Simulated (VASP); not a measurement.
# InAs (Fm-3m) in VASP: single point with r2SCAN+D3(BJ)

Aim: the single point of InAs with r2SCAN+D3(BJ).

Program: VASP 6.6.1. These are calculated values, not measurements. Logs are shortened: lines on timing, memory, paths and dates and some standing lists are left out, and cuts for length are marked.

### 1 The cell of the first run

The structure is cubic, space group Fm-3m (No. 225). Conventional cell: a = 5.755 Å, b = 5.755 Å, c = 5.755 Å, α = 90.00°, β = 90.00°, γ = 90.00°. In (site symmetry m-3m) has 6 As at 2.88 Å within 3.8 Å. As (site symmetry m-3m) has 6 In at 2.88 Å within 3.8 Å.

### 2 Single point, r2SCAN+D3(BJ)

POSCAR reads:

```
InAs
1.0
    4.0691220000      0.0000000000      0.0000000000
    2.0345610000      3.5239630231      0.0000000000
    2.0345610000      1.1746543410      3.3224242004
In As
1 1
Direct
    0.5000000000      0.5000000000      0.5000000000
    0.0000000000      0.0000000000      0.0000000000
```

INCAR.step1 reads:

```
SYSTEM = InAs
PREC = Accurate
ENCUT = 520
ISMEAR = -1
SIGMA = 0.05
LREAL = .False.
LASPH = .True.
NELM = 60
NBANDS = 16
GGA = PE
ALGO = Normal
EDIFF = 1E-4
LWAVE = .True.
LCHARG = .False.
```

INCAR.step2 reads:

```
SYSTEM = InAs
PREC = Accurate
ENCUT = 520
EDIFF = 1E-6
ISMEAR = -1
SIGMA = 0.05
LREAL = .False.
LASPH = .True.
NELM = 60
ALGO = Normal
ISIF = 2
LWAVE = .False.
LCHARG = .False.
METAGGA = R2SCAN
LMIXTAU = .True.
IVDW = 12
VDW_S6 = 1.0
VDW_S8 = 0.78981345
VDW_A1 = 0.49484001
VDW_A2 = 5.73083694
NBANDS = 16
ISTART = 1
```

KPOINTS reads:

```
regular mesh
0
Gamma
  5 5 5
  0 0 0
```

Potentials or basis: VASP PAW PBE potentials, release 64 (In_d, As).

Started as:

```console
cat potpaw_PBE.64/In_d/POTCAR potpaw_PBE.64/As/POTCAR > POTCAR
cp INCAR.step1 INCAR
mpirun -np 1 vasp_std > vasp.out
cp INCAR.step2 INCAR
mpirun -np 1 vasp_std > vasp.out
```

OUTCAR:

```text
SYSTEM = InAs
   PREC = Accurate
   ENCUT = 520
   EDIFF = 1E-6
   ISMEAR = -1
   LREAL = .False.
   LASPH = .True.
   NELM = 60
   ISIF = 2
   METAGGA = R2SCAN
   IVDW = 12
   ISTART = 1
 IVDW          = 12

 ion  position               nearest neighbor table
   1  0.500  0.500  0.500-   2 2.88   2 2.88   2 2.88   2 2.88   2 2.88   2 2.88
   2  0.000  0.000  0.000-   1 2.88   1 2.88   1 2.88   1 2.88   1 2.88   1 2.88

  LATTYP: Found a face centered cubic cell.
 ALAT       =     5.7546075194

  Lattice vectors:

 A1 = (   4.0691220000,   0.0000000000,   0.0000000000)
 A2 = (   2.0345610000,   3.5239630231,   0.0000000000)
 A3 = (   2.0345610000,   1.1746543410,   3.3224242004)

Analysis of symmetry for initial positions (statically):
=====================================================================
 Subroutine PRICEL returns:
 Original cell was already a primitive cell.

 Routine SETGRP: Setting up the symmetry group for a
 face centered cubic supercell.

 Subroutine GETGRP returns: Found 48 space group operations
 (whereof 48 operations were pure point group operations)
 out of a pool of 48 trial point group operations.

The static configuration has the point symmetry O_h .

Analysis of symmetry for dynamics (positions and initial velocities):
=====================================================================
 Subroutine PRICEL returns:
 Original cell was already a primitive cell.

 Routine SETGRP: Setting up the symmetry group for a
 face centered cubic supercell.

 Subroutine GETGRP returns: Found 48 space group operations
 (whereof 48 operations were pure point group operations)
 out of a pool of 48 trial point group operations.

The dynamic configuration has the point symmetry O_h .

 Subroutine INISYM returns: Found 48 space group operations
 (whereof 48 operations are pure point group operations),
 and found     1 'primitive' translations

----------------------------------------------------------------------------------------

                                     Primitive cell

  volume of cell :      47.6417

  direct lattice vectors                    reciprocal lattice vectors
     4.069122000  0.000000000  0.000000000     0.245753261 -0.141885711 -0.100328349
     2.034561000  3.523963023  0.000000000     0.000000000  0.283771423 -0.100328349
     2.034561000  1.174654341  3.322424200     0.000000000  0.000000000  0.300985046

  length of vectors
     4.069122000  4.069122000  4.069122000     0.300985046  0.300985046  0.300985046

  position of ions in fractional coordinates (direct lattice)
     0.500000000  0.500000000  0.500000000
     0.000000000  0.000000000  0.000000000

  ion indices of the primitive-cell ions
   primitive index   ion index
                 1           1
                 2           2

----------------------------------------------------------------------------------------

 KPOINTS: regular mesh

Automatic generation of k-mesh.
 Grid dimensions read from file:
 generate k-points for:    5    5    5

 Generating k-lattice:

  Cartesian coordinates                     Fractional coordinates (reciprocal lattice)
     0.049150652 -0.028377142 -0.020065670     0.200000000  0.000000000  0.000000000
     0.000000000  0.056754285 -0.020065670     0.000000000  0.200000000 -0.000000000
     0.000000000  0.000000000  0.060197009     0.000000000  0.000000000  0.200000000

  Length of vectors
     0.060197009  0.060197009  0.060197009

  Shift w.r.t. Gamma in fractional coordinates (k-lattice)
     0.000000000  0.000000000  0.000000000

 Subroutine IBZKPT returns following result:
 ===========================================

 Found     10 irreducible k-points:

 Following reciprocal coordinates:
            Coordinates               Weight
  0.000000  0.000000  0.000000      1.000000
  0.200000  0.000000  0.000000      8.000000
  0.400000 -0.000000 -0.000000      8.000000
  0.200000  0.200000  0.000000      6.000000
  0.400000  0.200000 -0.000000     24.000000
 -0.400000  0.200000  0.000000     24.000000
 -0.200000  0.200000 -0.000000     12.000000
  0.400000  0.400000  0.000000      6.000000
 -0.400000  0.400000  0.000000     12.000000
 -0.400000  0.400000  0.200000     24.000000
   k-points           NKPTS =     10   k-points in BZ     NKDIM =     10   number of bands    NBANDS=     16
   number of dos      NEDOS =    301   number of ions     NIONS =      2
   total plane-waves  NPLWV =  27000
   dimension x,y,z NGX =    30 NGY =   30 NGZ =   30
   dimension x,y,z NGXF=    60 NGYF=   60 NGZF=   60
   ions per type =               1   1
   NGX,Y,Z   is equivalent  to a cutoff of  12.26, 12.26, 12.26 a.u.
   NGXF,Y,Z  is equivalent  to a cutoff of  24.51, 24.51, 24.51 a.u.
 SYSTEM =  InAs
   PREC   = accura    normal or accurate (medium, high low for compatibility)
   ISTART =      1    job   : 0-new  1-cont  2-samecut
   ICHARG =      0    charge: 1-file 2-atom 10-const
   ISPIN  =      1    spin polarized calculation?
   LNONCOLLINEAR =      F non collinear calculations
   LSORBIT =      F    spin-orbit coupling
   LASPH  =      T    aspherical Exc in radial PAW
   ENCUT  =  520.0 eV  38.22 Ry    6.18 a.u.   7.57  7.57  7.57*2*pi/ulx,y,z
   NELM   =     60;   NELMIN=  2; NELMDL=  0     # of ELM steps
   EDIFF  = 0.1E-05   stopping-criterion for ELM
   LREAL  =      F    real-space projection
   EDIFFG = 0.1E-04   stopping-criterion for IOM
   NSW    =      0    number of steps for IOM
   IBRION =     -1    ionic relax: 0-MD 1-quasi-New 2-CG
   NFREE  =      0    steps in history (QN), initial steepest desc. (CG)
   ISIF   =      2    stress and relaxation
   ISYM   =      2    0-nonsym 1-usesym 2-fastsym
   POTIM  = 0.5000    time-step for ionic-motion
   TEBEG  =    0.0;   TEEND  =   0.0 temperature during run
   PSTRESS=    0.0 pullay stress
   NELECT =      18.0000    total number of electrons
   NUPDOWN=      -1.0000    fix difference up-down
   EMIN   =  10.00;   EMAX   =-10.00  energy-range for DOS
   EFERMI =   0.00;   METHOD = LEGACY
   ISMEAR =    -1;   SIGMA  =   0.05  broadening in eV -4-tet -1-fermi 0-gaus
   EFERMI_NEDOS =   21; number of points for ismear=-14 and -15
   IALGO  =     38    algorithm
   IMIX   =      4    mixing-type and parameters
     AMIX     =   0.40;   BMIX     =  1.00
     AMIX_MAG =   1.60;   BMIX_MAG =  1.00
  volume/ion in A,a.u.               =      23.82       160.75
  Fermi-wavevector in a.u.,A,eV,Ry     =   1.183505  2.236499 19.057451  1.400683
  Thomas-Fermi vector in A             =   2.319738
   LORBIT       =      0    0 simple, 1 ext, 2 COOP (PROOUT), +10 PAW based schemes
   METAGGA = R2SCAN    functional components
   LHFCALC =     F    Hartree Fock is set to
   AEXX    =    0.0000 exact exchange contribution
   IVDW    =    12    specifies the selected vdW correction
   LEPSILON=     F    determine dielectric tensor
   LRPA    =     F    only Hartree local field effects (RPA)
 non-spin polarized calculation
  energy-cutoff  :      520.00
  volume of cell :       47.64
 maximum number of plane-waves:      1307
 NGX is ok and might be reduce to    30
   NGX = 15   NGY = 15   NGZ = 15

 number of electron      18.0000002 magnetization

 Free energy of the ion-electron system (eV)
  ---------------------------------------------------
  ext. energy  EPLUGINS =         0.00000000
  ---------------------------------------------------
  free energy    TOTEN  =       -37.55569201 eV

  energy without entropy =      -37.54576465  energy(sigma->0) =      -37.55072833

 E-fermi :   5.8599     XC(G=0): -10.6650

 val. band max:        5.8483020678   @ k =   0.4000  -0.0000  -0.0000
 cond. band min:       6.0740156317   @ k =  -0.2000   0.2000  -0.0000
 fundamental gap:      0.2257135639
 Fermi energy:         5.8599118422

 k-point     1 :       0.0000    0.0000    0.0000
  band No.  band energies     occupation
      1      -9.1298      2.00000
      2      -9.1298      2.00000
      3      -9.0976      2.00000
      4      -9.0976      2.00000
      5      -9.0976      2.00000
      6      -6.8025      2.00000
[... 8 lines left out ...]
     15      13.7915      0.00000
     16      13.7915      0.00000

 k-point     2 :       0.2000    0.0000    0.0000
  band No.  band energies     occupation
      1      -9.1465      2.00000
      2      -9.1464      2.00000
      3      -9.0984      2.00000
      4      -9.0806      2.00000
      5      -9.0806      2.00000
      6      -6.3632      2.00000
[... 8 lines left out ...]
     15      14.5041      0.00000
     16      14.5041      0.00000

 k-point     3 :       0.4000   -0.0000   -0.0000
  band No.  band energies     occupation
      1      -9.1769      2.00000
      2      -9.1768      2.00000
      3      -9.1020      2.00000
      4      -9.0492      2.00000
      5      -9.0492      2.00000
      6      -5.3330      2.00000
[... 8 lines left out ...]
     15      17.0617      0.00000
     16      17.0617      0.00000

 k-point     4 :       0.2000    0.2000    0.0000
  band No.  band energies     occupation
      1      -9.2003      2.00000
      2      -9.1184      2.00000
      3      -9.1099      2.00000
      4      -9.0725      2.00000
      5      -9.0724      2.00000
      6      -6.1805      2.00000
[... 8 lines left out ...]
     15      16.6217      0.00000
     16      16.6217      0.00000

 k-point     5 :       0.4000    0.2000   -0.0000
  band No.  band energies     occupation
      1      -9.2587      2.00000
      2      -9.1349      2.00000
      3      -9.1072      2.00000
      4      -9.0567      2.00000
      5      -9.0430      2.00000
      6      -5.2531      2.00000
[... 8 lines left out ...]
     15      18.0372      0.00000
     16      18.3286      0.00000

 k-point     6 :      -0.4000    0.2000    0.0000
  band No.  band energies     occupation
      1      -9.2448      2.00000
      2      -9.1640      2.00000
      3      -9.0885      2.00000
      4      -9.0607      2.00000
      5      -9.0424      2.00000
      6      -4.7334      2.00000
[... 8 lines left out ...]
     15      16.8953      0.00000
     16      17.0908      0.00000

 k-point     7 :      -0.2000    0.2000   -0.0000
  band No.  band energies     occupation
      1      -9.1797      2.00000
      2      -9.1682      2.00000
      3      -9.0930      2.00000
      4      -9.0685      2.00000
      5      -9.0640      2.00000
      6      -5.6637      2.00000
[... 8 lines left out ...]
     15      15.8401      0.00000
     16      18.1746      0.00000

 k-point     8 :       0.4000    0.4000    0.0000
  band No.  band energies     occupation
      1      -9.3773      2.00000
      2      -9.1297      2.00000
      3      -9.0998      2.00000
      4      -9.0272      2.00000
      5      -9.0272      2.00000
      6      -4.5694      2.00000
[... 8 lines left out ...]
     15      18.6042      0.00000
     16      20.7477      0.00000

 k-point     9 :      -0.4000    0.4000    0.0000
  band No.  band energies     occupation
      1      -9.3653      2.00000
      2      -9.1193      2.00000
      3      -9.1149      2.00000
      4      -9.0356      2.00000
      5      -9.0257      2.00000
      6      -4.1694      2.00000
[... 8 lines left out ...]
     15      18.3515      0.00000
     16      19.9125      0.00000

 k-point    10 :      -0.4000    0.4000    0.2000
  band No.  band energies     occupation
      1      -9.3153      2.00000
      2      -9.1407      2.00000
      3      -9.0953      2.00000
      4      -9.0610      2.00000
      5      -9.0276      2.00000
      6      -4.4176      2.00000
[... 8 lines left out ...]
     15      16.9145      0.00000
     16      19.7631      0.00000

------------------------ aborting loop because EDIFF is reached ----------------------------------------

 Edisp (eV)   -0.35461

 E8    (eV) :    -0.1297

  FORCE on cell =-STRESS in cart. coord.  units (eV):
  Direction    XX          YY          ZZ          XY          YZ          ZX
  --------------------------------------------------------------------------------------
  -------------------------------------------------------------------------------------
  Total      -0.95286    -0.95286    -0.95286     0.00000     0.00000     0.00000
  in kB     -32.04458   -32.04458   -32.04458     0.00000     0.00000     0.00000
  external pressure =      -32.04 kB  Pullay stress =        0.00 kB

 VOLUME and BASIS-vectors are now :
 -----------------------------------------------------------------------------
  energy-cutoff  :      520.00
  volume of cell :       47.64
      direct lattice vectors                 reciprocal lattice vectors
     4.069122000  0.000000000  0.000000000     0.245753261 -0.141885711 -0.100328349
     2.034561000  3.523963023  0.000000000     0.000000000  0.283771423 -0.100328349
     2.034561000  1.174654341  3.322424200     0.000000000  0.000000000  0.300985046

 POSITION                                       TOTAL-FORCE (eV/Angst)
 -----------------------------------------------------------------------------------
      4.06912      2.34931      1.66121         0.000000     -0.000000      0.000000
      0.00000      0.00000      0.00000        -0.000000      0.000000      0.000000
 -----------------------------------------------------------------------------------
    total drift:                                0.000000      0.000000     -0.000000

  FREE ENERGIE OF THE ION-ELECTRON SYSTEM (eV)
  ---------------------------------------------------
  free  energy   TOTEN  =       -37.9102981999 eV

  energy  without entropy=      -37.9003708353  energy(sigma->0) =      -37.90533452
```

It took 86 s on 1 thread of Intel Xeon 8259CL, shared host; peak memory 0.18 GiB.

What came out:

- Free energy: -37.9103 eV
- Pressure: -3.2 GPa
- Band gap on the k mesh: zero (band 9 reaches 6.07 eV, above the bottom of band 10 at 3.65 eV)
- Dispersion energy per atom: -0.177 eV

Caveat: the k points lie up to 0.38 Å⁻¹ apart; three body term missing; the PAW data sets were made with another functional, which shifts forces and pressure a little; spin-orbit coupling is left out, which moves the levels of the heavy elements; pairwise dispersion overbinds metals, which lowers pressure and volume.
